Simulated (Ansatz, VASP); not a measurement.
## Two plane-wave programs on VH2

The input INCAR:

```
  ALGO = Normal
  EDIFF = 1E-8
  ENCUT = 520
  GGA = CA
  ISIF = 2
  ISMEAR = -1
  ISPIN = 2
  LASPH = T
  LCHARG = F
  LEFG = T
  LMAXMIX = 4
  LORBIT = 11
  LREAL = F
  LWAVE = F
  MAGMOM = 1.5 0 0
  NBANDS = 18
  NELM = 150
  PREC = Accurate
  SIGMA = 0.05
```

The input KPOINTS:

```
k-points
0
Gamma
  15 15 15
```

The input POSCAR:

```
VH2
1.0
    0.0000000000      1.7496605734      1.7496605734
    1.7496605734      0.0000000000      1.7496605734
    1.7496605734      1.7496605734      0.0000000000
V H
1 2
Direct
    0.0000000000      0.0000000000      0.0000000000
    0.2500000000      0.2500000000      0.2500000000
    0.7500000000      0.7500000000      0.7500000000
```

Input for Ansatz:

```yaml
crystal:
  lattice:
    - [0.0, 1.7496605734, 1.7496605734]
    - [1.7496605734, 0.0, 1.7496605734]
    - [1.7496605734, 1.7496605734, 0.0]
  atoms:
    - { symbol: V, position: [0.0, 0.0, 0.0], spin: 1.5 }
    - { symbol: H, position: [0.25, 0.25, 0.25] }
    - { symbol: H, position: [0.75, 0.75, 0.75] }
magnetization:
  spin_polarized: true
kpoints:
  mp_grid: { grid: [15, 15, 15] }
  band_path:
    path:
      - [0.0, 0.0, 0.0]
      - [0.5, 0.0, 0.5]
      - [0.625, 0.25, 0.625]
      - [0.375, 0.375, 0.75]
      - [0.0, 0.0, 0.0]
      - [0.5, 0.5, 0.5]
      - [0.5, 0.25, 0.75]
      - [0.5, 0.0, 0.5]
    npoints: 6
scf:
  occupations: { method: fermi_dirac, width: 0.05 }
hamiltonian:
  xc: lda
  pseudopotentials: { kind: paw }
output:
  forces: true
  stress: true
  eigenvalues: true
  efg: { contact_densities: true }
  populations: true
```

Change from the starting cell: volume scaled by 0.55, PAW files.

Alike in both runs: task electric field gradients; functional LDA; k mesh 15 × 15 × 15; occupations fermi-dirac, width 0.05 eV; collinear spin.

|  | VASP | Ansatz |
| --- | --- | --- |
| version | VASP 6.6.1 | Ansatz 0.2.0 |
| potentials or method | VASP PAW LDA potentials, release 64 (V_sv, H) | PAW with Ansatz's default frozen-core files, scalar-relativistic |
| plane-wave cutoff (eV) | 520 | 420 |
| valence electrons in the cell | 15 | 15 |

```csv
,VASP,Ansatz,Ansatz less VASP
pressure (GPa),273.2,269.0,-4.20
net moment per atom (μB),0.00,0.00,0.000
```

LDA's correlation is that of Perdew and Zunger in VASP and of Perdew and Wang (1992) in Ansatz. Both programs put the cell under a high pressure, so it lies far from rest at this level. Ansatz's warnings: seeded moment not kept.

Noted on VASP's run: the cell as given lies far from equilibrium.
